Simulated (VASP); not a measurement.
Here is a VASP 6.6.1 calculation.

Contents of INCAR:

```
SYSTEM = BaH2
PREC = Accurate
ENCUT = 600
EDIFF = 1E-6
ISMEAR = 0
SIGMA = 0.02
LREAL = .False.
LASPH = .True.
NELM = 60
ALGO = Normal
ISIF = 4
LWAVE = .False.
LCHARG = .False.
GGA = PS
IBRION = 2
NSW = 50
EDIFFG = -0.01
```

The input KPOINTS:

```
regular mesh
0
Gamma
  9 9 6
  0 0 0
```

Contents of POSCAR:

```
BaH2
1.0
    4.3081936912      0.0000000000      0.0000000000
   -2.1540968456      3.7310051810      0.0000000000
    0.0000000000      0.0000000000      5.6426673290
Ba H
2 4
Direct
    0.6666666667      0.3333333333      0.7500000000
    0.3333333333      0.6666666667      0.2500000000
    0.3333333333      0.6666666667      0.7500000000
    0.6666666667      0.3333333333      0.2500000000
    0.0000000000      0.0000000000      0.5000000000
    0.0000000000      0.0000000000      0.0000000000
```

Potentials or basis: VASP PAW PBE potentials, release 64 (Ba_sv, H).

Launch:

```sh
$ cat potpaw_PBE.64/Ba_sv/POTCAR potpaw_PBE.64/H/POTCAR > POTCAR
$ mpirun -np 1 vasp_std > vasp.out
```

Problem. What does it give for the band gap on the k mesh?

Solution. 1.62 eV (least direct gap 2.36 eV).

Final structure:
```cif
data_structure
_symmetry_space_group_name_H-M 'P 1'
_symmetry_Int_Tables_number 1
_cell_length_a 4.3170
_cell_length_b 4.3170
_cell_length_c 5.6196
_cell_angle_alpha 90.000
_cell_angle_beta 90.000
_cell_angle_gamma 120.000
_cell_volume 90.70
loop_
_atom_site_label
_atom_site_type_symbol
_atom_site_fract_x
_atom_site_fract_y
_atom_site_fract_z
_atom_site_occupancy
Ba1 Ba 0.66667 0.33333 0.75000 1
Ba2 Ba 0.33333 0.66667 0.25000 1
H1 H 0.33333 0.66667 0.75000 1
H2 H 0.66667 0.33333 0.25000 1
H3 H 0.00000 0.00000 0.50000 1
H4 H 0.00000 0.00000 0.00000 1
```

Caveat: spin-orbit coupling is left out, which moves the levels of the heavy elements. A k mesh can miss the band edges.
